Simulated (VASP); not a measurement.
A run of VASP 6.6.1:

File INCAR:

```
SYSTEM = Si2W
PREC = Accurate
ENCUT = 520
EDIFF = 1E-7
ISMEAR = 0
SIGMA = 0.03
LREAL = .FALSE.
LASPH = .TRUE.
NELM = 80
ALGO = Normal
ISIF = 2
LWAVE = .FALSE.
LCHARG = .FALSE.
GGA = PE
NBANDS = 43
```

File KPOINTS:

```
regular mesh
0
G
  9 9 6
  0 0 0
```

Contents of POSCAR:

```
Si2W
1.0
    4.5199185558      0.0000000000      0.0000000000
   -2.2599592779      3.9143642923      0.0000000000
    0.0000000000      0.0000000000      6.9276791704
Si W
6 3
Direct
    0.8551111253      0.7102222506      0.5000000000
    0.1448888747      0.8551111253      0.8333333333
    0.7102222506      0.8551111253      0.1666666667
    0.1448888747      0.2897777494      0.5000000000
    0.8551111253      0.1448888747      0.8333333333
    0.2897777494      0.1448888747      0.1666666667
    0.0000000000      0.5000000000      0.1666666667
    0.5000000000      0.5000000000      0.8333333333
    0.5000000000      0.0000000000      0.5000000000
```

Potentials or basis: VASP PAW PBE potentials, release 64 (Si, W_sv).

Launch:

```bash
$ cat potpaw_PBE.64/Si/POTCAR potpaw_PBE.64/W_sv/POTCAR > POTCAR
$ mpirun -np 1 vasp_std > vasp.out
```

Hardware: 1 thread of Intel(R) Xeon(R) 6975P-C (Granite Rapids), on a shared host.

How long does it take, and how much memory?

Run time: 2.2 min on 1 thread of Intel(R) Xeon(R) 6975P-C (Granite Rapids), with other jobs on the host, peak memory 0.35 GiB. Counts: scf iterations 15, k points 48.
